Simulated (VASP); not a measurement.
# KF in VASP: a series of runs, part 3 of 3

VASP 6.6.1. The steps go on from the part before.

## 6. Single point, PBEsol (-0.01, -0.01] A)

The input, INCAR:

```
SYSTEM = KF
  ALGO = Normal
  EDIFF = 1E-6
  ENCUT = 520
  GGA = PS
  ISIF = 2
  ISMEAR = 0
  LASPH = .TRUE.
  LCHARG = .FALSE.
  LREAL = .FALSE.
  LWAVE = .FALSE.
  NBANDS = 15
  NELM = 60
  PREC = Accurate
  SIGMA = 0.01
```

The input, KPOINTS:

```
k-points
0
G
  8 8 8
  0 0 0
```

The input, POSCAR:

```
KF
1.0
    0.0000000000      2.6541862235      2.6541862235
    2.6541862235      0.0000000000      2.6541862235
    2.6541862235      2.6541862235      0.0000000000
K F
1 1
Direct
   -0.0018838166     -0.0018838166     -0.0018838166
    0.5000000000      0.5000000000      0.5000000000
```

Potentials or basis: VASP PAW PBE potentials, release 64 (K_sv, F).

Launch:

```sh
> cat potpaw_PBE.64/K_sv/POTCAR potpaw_PBE.64/F/POTCAR > POTCAR
> mpirun -np 1 vasp_std > vasp.out
```

OUTCAR:

```text
SYSTEM = KF
   EDIFF = 1E-6
   ENCUT = 520
   GGA = PS
   ISIF = 2
   ISMEAR = 0
   LASPH = .TRUE.
   LREAL = .FALSE.
   NELM = 60
   PREC = Accurate

 ion  position               nearest neighbor table
   1  0.998  0.998  0.998-   2 2.64   2 2.64   2 2.64   2 2.66   2 2.66   2 2.66
   2  0.500  0.500  0.500-   1 2.64   1 2.64   1 2.64   1 2.66   1 2.66   1 2.66

  LATTYP: Found a face centered cubic cell.
 ALAT       =     5.3083724470

  Lattice vectors:

 A1 = (   0.0000000000,   2.6541862235,   2.6541862235)
 A2 = (   2.6541862235,   0.0000000000,   2.6541862235)
 A3 = (   2.6541862235,   2.6541862235,   0.0000000000)

Analysis of symmetry for initial positions (statically):
=====================================================================
 Subroutine PRICEL returns:
 Original cell was already a primitive cell.

 Routine SETGRP: Setting up the symmetry group for a
 face centered cubic supercell.

 Subroutine GETGRP returns: Found  6 space group operations
 (whereof  6 operations were pure point group operations)
 out of a pool of 48 trial point group operations.

The static configuration has the point symmetry C_3v.

Analysis of symmetry for dynamics (positions and initial velocities):
=====================================================================
 Subroutine PRICEL returns:
 Original cell was already a primitive cell.

 Routine SETGRP: Setting up the symmetry group for a
 face centered cubic supercell.

 Subroutine GETGRP returns: Found  6 space group operations
 (whereof  6 operations were pure point group operations)
 out of a pool of 48 trial point group operations.

The dynamic configuration has the point symmetry C_3v.

 Subroutine INISYM returns: Found  6 space group operations
 (whereof  6 operations are pure point group operations),
 and found     1 'primitive' translations

----------------------------------------------------------------------------------------

                                     Primitive cell

  volume of cell :      37.3959

  direct lattice vectors                    reciprocal lattice vectors
     0.000000000  2.654186223  2.654186223    -0.188381657  0.188381657  0.188381657
     2.654186223  0.000000000  2.654186223     0.188381657 -0.188381657  0.188381657
     2.654186223  2.654186223  0.000000000     0.188381657  0.188381657 -0.188381657

  length of vectors
     3.753586154  3.753586154  3.753586154     0.326286602  0.326286602  0.326286602

  position of ions in fractional coordinates (direct lattice)
     0.998116183  0.998116183  0.998116183
     0.500000000  0.500000000  0.500000000

  ion indices of the primitive-cell ions
   primitive index   ion index
                 1           1
                 2           2

----------------------------------------------------------------------------------------

 KPOINTS: k-points

Automatic generation of k-mesh.
 Grid dimensions read from file:
 generate k-points for:    8    8    8

 Generating k-lattice:

  Cartesian coordinates                     Fractional coordinates (reciprocal lattice)
    -0.023547707  0.023547707  0.023547707     0.125000000  0.000000000  0.000000000
[... 41 lines left out ...]
   k-points           NKPTS =     65   k-points in BZ     NKDIM =     65   number of bands    NBANDS=     15
   number of dos      NEDOS =    301   number of ions     NIONS =      2
   total plane-waves  NPLWV =  21952
   dimension x,y,z NGX =    28 NGY =   28 NGZ =   28
   dimension x,y,z NGXF=    56 NGYF=   56 NGZF=   56
   ions per type =               1   1
   NGX,Y,Z   is equivalent  to a cutoff of  12.40, 12.40, 12.40 a.u.
   NGXF,Y,Z  is equivalent  to a cutoff of  24.80, 24.80, 24.80 a.u.
 SYSTEM =  KF
   PREC   = accura    normal or accurate (medium, high low for compatibility)
   ISTART =      0    job   : 0-new  1-cont  2-samecut
   ICHARG =      2    charge: 1-file 2-atom 10-const
   ISPIN  =      1    spin polarized calculation?
   LNONCOLLINEAR =      F non collinear calculations
   LSORBIT =      F    spin-orbit coupling
   LASPH  =      T    aspherical Exc in radial PAW
   ENCUT  =  520.0 eV  38.22 Ry    6.18 a.u.   6.98  6.98  6.98*2*pi/ulx,y,z
   NELM   =     60;   NELMIN=  2; NELMDL= -5     # of ELM steps
   EDIFF  = 0.1E-05   stopping-criterion for ELM
   LREAL  =      F    real-space projection
   EDIFFG = 0.1E-04   stopping-criterion for IOM
   NSW    =      0    number of steps for IOM
   IBRION =     -1    ionic relax: 0-MD 1-quasi-New 2-CG
   NFREE  =      0    steps in history (QN), initial steepest desc. (CG)
   ISIF   =      2    stress and relaxation
   ISYM   =      2    0-nonsym 1-usesym 2-fastsym
   POTIM  = 0.5000    time-step for ionic-motion
   TEBEG  =    0.0;   TEEND  =   0.0 temperature during run
   PSTRESS=    0.0 pullay stress
   NELECT =      16.0000    total number of electrons
   NUPDOWN=      -1.0000    fix difference up-down
   EMIN   =  10.00;   EMAX   =-10.00  energy-range for DOS
   EFERMI =   0.00;   METHOD = LEGACY
   ISMEAR =     0;   SIGMA  =   0.01  broadening in eV -4-tet -1-fermi 0-gaus
   EFERMI_NEDOS =   21; number of points for ismear=-14 and -15
   IALGO  =     38    algorithm
   IMIX   =      4    mixing-type and parameters
     AMIX     =   0.40;   BMIX     =  1.00
     AMIX_MAG =   1.60;   BMIX_MAG =  1.00
  volume/ion in A,a.u.               =      18.70       126.18
  Fermi-wavevector in a.u.,A,eV,Ry     =   1.233597  2.331161 20.704836  1.521762
  Thomas-Fermi vector in A             =   2.368321
   LORBIT       =      0    0 simple, 1 ext, 2 COOP (PROOUT), +10 PAW based schemes
   GGA     = PS    functional components
   LHFCALC =     F    Hartree Fock is set to
   AEXX    =    0.0000 exact exchange contribution
   IVDW    =     0    specifies the selected vdW correction
   LEPSILON=     F    determine dielectric tensor
   LRPA    =     F    only Hartree local field effects (RPA)
 non-spin polarized calculation
 Gauss-broadening in eV      SIGMA  =   0.01
  energy-cutoff  :      520.00
  volume of cell :       37.40
 maximum number of plane-waves:      1036
   NGX = 13   NGY = 13   NGZ = 13

 number of electron      16.0000011 magnetization

 Free energy of the ion-electron system (eV)
  ---------------------------------------------------
  ext. energy  EPLUGINS =         0.00000000
  ---------------------------------------------------
  free energy    TOTEN  =        -8.51983901 eV

  energy without entropy =       -8.51983901  energy(sigma->0) =       -8.51983901

 E-fermi :  -2.6941     XC(G=0):  -8.7053

 val. band max:       -2.8558750004   @ k =   0.0000   0.0000   0.0000
 cond. band min:       3.2737048292   @ k =   0.0000   0.0000   0.0000
 fundamental gap:      6.1295798297
 Fermi energy:        -2.6940846441

 k-point     1 :       0.0000    0.0000    0.0000
  band No.  band energies     occupation
      1     -28.7654      2.00000
      2     -21.3945      2.00000
      3     -12.0615      2.00000
      4     -12.0615      2.00000
      5     -12.0615      2.00000
      6      -2.8559      2.00000
      7      -2.8559      2.00000
      8      -2.8559      2.00000
      9       3.2737      0.00000
     10       7.8317      0.00000
     11       7.8317      0.00000
     12       7.8323      0.00000
     13       9.5343      0.00000
     14       9.5343      0.00000
[... 401 lines left out ...]
      2     -21.4596      2.00000
      3     -12.2554      2.00000
      4     -12.1700      2.00000
      5     -12.0714      2.00000
      6      -3.4519      2.00000
      7      -3.1552      2.00000
      8      -2.9894      2.00000
      9       5.4457      0.00000
     10       6.9959      0.00000
     11       8.8624      0.00000
     12       8.9582      0.00000
     13      10.3477      0.00000
     14      10.7074      0.00000
     15      15.4238      0.00000

 [... further k-points ...]

------------------------ aborting loop because EDIFF is reached ----------------------------------------

  FORCE on cell =-STRESS in cart. coord.  units (eV):
  Direction    XX          YY          ZZ          XY          YZ          ZX
  --------------------------------------------------------------------------------------
  -------------------------------------------------------------------------------------
  Total        0.0062869      0.0062869      0.0062869     -0.0002422     -0.0002422     -0.0002422
  in kB        0.2693528      0.2693528      0.2693528     -0.0103785     -0.0103785     -0.0103785
  external PRESSURE =       0.2693528 kB  Pullay stress =       0.0000000 kB

 VOLUME and BASIS-vectors are now :
 -----------------------------------------------------------------------------
  energy-cutoff  :      520.00
  volume of cell :       37.40
      direct lattice vectors                 reciprocal lattice vectors
     0.000000000  2.654186223  2.654186223    -0.188381657  0.188381657  0.188381657
     2.654186223  0.000000000  2.654186223     0.188381657 -0.188381657  0.188381657
     2.654186223  2.654186223  0.000000000     0.188381657  0.188381657 -0.188381657

 POSITION                                       TOTAL-FORCE (eV/Angst)
 -----------------------------------------------------------------------------------
      5.29837      5.29837      5.29837         0.015787      0.015787      0.015787
      2.65419      2.65419      2.65419        -0.015787     -0.015787     -0.015787
 -----------------------------------------------------------------------------------
    total drift:                                0.000059      0.000059      0.000059

  FREE ENERGIE OF THE ION-ELECTRON SYSTEM (eV)
  ---------------------------------------------------
  free  energy   TOTEN  =        -8.5198390085 eV

  energy  without entropy=       -8.5198390085  energy(sigma->0) =       -8.51983901
```

OSZICAR:

```text
N       E                     dE             d eps       ncg     rms          rms(c)
DAV:   1     0.107338355750E+03    0.10734E+03   -0.82022E+03  1950   0.103E+03
DAV:   2    -0.532513817573E+01   -0.11266E+03   -0.10370E+03  2519   0.282E+02
DAV:   3    -0.953539560830E+01   -0.42103E+01   -0.41903E+01  2600   0.487E+01
DAV:   4    -0.963883916450E+01   -0.10344E+00   -0.10343E+00  2641   0.722E+00
DAV:   5    -0.964098909288E+01   -0.21499E-02   -0.21499E-02  2638   0.761E-01    0.592E+00
DAV:   6    -0.855943504837E+01    0.10816E+01   -0.29666E+00  2020   0.141E+01    0.419E+00
DAV:   7    -0.852506199254E+01    0.34373E-01   -0.67283E-02  2587   0.224E+00    0.238E+00
DAV:   8    -0.851782541117E+01    0.72366E-02   -0.49614E-02  2244   0.221E+00    0.206E-01
DAV:   9    -0.851925255431E+01   -0.14271E-02   -0.43087E-03  2391   0.551E-01    0.122E-01
DAV:  10    -0.851962781227E+01   -0.37526E-03   -0.36568E-04  2168   0.172E-01    0.771E-02
DAV:  11    -0.851983906171E+01   -0.21125E-03   -0.19878E-04  2062   0.105E-01    0.157E-02
DAV:  12    -0.851983889792E+01    0.16379E-06   -0.11104E-05  2551   0.338E-02    0.498E-03
DAV:  13    -0.851983900847E+01   -0.11055E-06   -0.23420E-06  2118   0.133E-02
   1 F= -.85198390E+01 E0= -.85198390E+01  d E =-.652496-118
```

It took 25 s on 1 thread of Intel Xeon Platinum 8488C (Sapphire Rapids), shared host; peak memory 0.17 GiB.

Results:

* Free energy: -8.5198 eV
* Pressure: 0.0 GPa
* Largest force: 0.027 eV/Å
* Band gap on the k mesh: 6.13 eV

Forces on the atoms (eV/Å):
```
K    0.016  0.016  0.016
F   -0.016 -0.016 -0.016
```

Caveat: the cell differs from its parent crystal (-0.01, -0.01] A); the PAW data sets were made with another functional, which shifts forces and pressure a little. A k mesh can miss the band edges.

## 7. Overview

| cell | gap on the mesh (eV) | pressure (GPa) |
| --- | --- | --- |
| a = 3.763, b = 3.763, c = 3.754 Å, angles 60.1, 60.1, 59.8°, 2 atoms, atomic positions A | 6.10 | -0.1 |
| a = 3.744 Å, angles 60.3°, 2 atoms, atomic positions A | 6.12 | 0.0 |
| a = 3.763 Å, angles 59.7°, 2 atoms, atomic positions A | 6.13 | 0.0 |
| a = 3.754 Å, angles 60.0°, 2 atoms, atomic positions B | 6.13 | 0.0 |

Alike in all rows: task single point; level PBEsol; potentials or basis VASP PAW PBE potentials, release 64 (K_sv, F); no spin polarisation; k mesh 8 × 8 × 8; cutoff (eV) 520; smearing gaussian 0.01 eV.

Caveats: the PAW data sets were made with another functional, which shifts forces and pressure a little.

Absolute energies hang on the potentials; compare differences alone.
